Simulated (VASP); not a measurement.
Set up this calculation in VASP 6.6.1, as the native input.

- Task: single point
- Functional: r2SCAN
- Dispersion: rVV10
- Potentials or basis: VASP PAW PBE potentials, release 64 (Sc_sv)
- Cutoff: 520 eV
- k mesh: 10 × 10 × 10
- Occupations: methfessel-paxton, width 0.05 eV
- Spin: no spin polarisation
- Dipole correction: no
- Further INCAR settings: ALGO = Normal; EDIFF = 1e-06; NBANDS = 12

Crystal: Sc.

```
CELL_PARAMETERS angstrom
-1.91721 1.91721 1.71760
1.91721 -1.91721 1.71760
1.91721 1.91721 -1.71760
ATOMIC_POSITIONS crystal
Sc 0.00000 0.00000 0.00000
```

The input as run:

POSCAR

```
Sc
1.0
   -1.9172054859      1.9172054859      1.7176030000
    1.9172054859     -1.9172054859      1.7176030000
    1.9172054859      1.9172054859     -1.7176030000
Sc
1
Direct
    0.0000000000      0.0000000000      0.0000000000
```

INCAR.step1

```
SYSTEM = Sc
ALGO     = Normal         ! electronic algorithm
EDIFF    = 1E-4           ! SCF threshold, eV
ENCUT    = 520            ! plane-wave cutoff, eV
GGA      = PE             ! functional
ISMEAR   = 1              ! smearing method
LASPH    = .True.         ! aspherical terms in the spheres
LCHARG   = .False.        ! write CHGCAR
LREAL    = .False.        ! projectors in reciprocal space
LWAVE    = .True.         ! write WAVECAR
NBANDS   = 12             ! bands
NELM     = 80             ! most SCF steps
PREC     = Accurate       ! precision mode
SIGMA    = 0.05           ! smearing width, eV
```

INCAR.step2

```
SYSTEM = Sc
ALGO     = Normal         ! electronic algorithm
BPARAM   = 11.95        
CPARAM   = 0.0093       
EDIFF    = 1E-6           ! SCF threshold, eV
ENCUT    = 520            ! plane-wave cutoff, eV
ISIF     = 2              ! what is computed and relaxed
ISMEAR   = 1              ! smearing method
ISTART   = 1            
IVDW_NL  = 2            
LASPH    = .True.         ! aspherical terms in the spheres
LCHARG   = .True.         ! write CHGCAR
LELF     = .True.         ! ELF
LMIXTAU  = .True.       
LREAL    = .False.        ! projectors in reciprocal space
LUSE_VDW = .True.       
LVHAR    = .True.       
LWAVE    = .False.        ! write WAVECAR
METAGGA  = R2SCAN         ! meta-GGA
NBANDS   = 12             ! bands
NELM     = 80             ! most SCF steps
PREC     = Accurate       ! precision mode
SIGMA    = 0.05           ! smearing width, eV
```

KPOINTS

```
k-points
0
Gamma
  10 10 10
  0 0 0
```

Potentials or basis: VASP PAW PBE potentials, release 64 (Sc_sv).

Command:

```bash
$ cat potpaw_PBE.64/Sc_sv/POTCAR > POTCAR
$ cp INCAR.step1 INCAR
$ mpirun -np 1 vasp_std > vasp.out
$ cp INCAR.step2 INCAR
$ mpirun -np 1 vasp_std > vasp.out
```

It gave:

| Property | Result |
| --- | --- |
| Pressure | -0.8 GPa |
| Band gap on the k mesh | zero (an odd number of electrons rules out a gap without spin polarisation) |

Caveat: the PAW data sets were made with another functional, which shifts forces and pressure a little.

Wall time 2.4 min on 1 thread of Intel Xeon 8259CL, with other jobs on the host, peak memory 0.23 GiB.
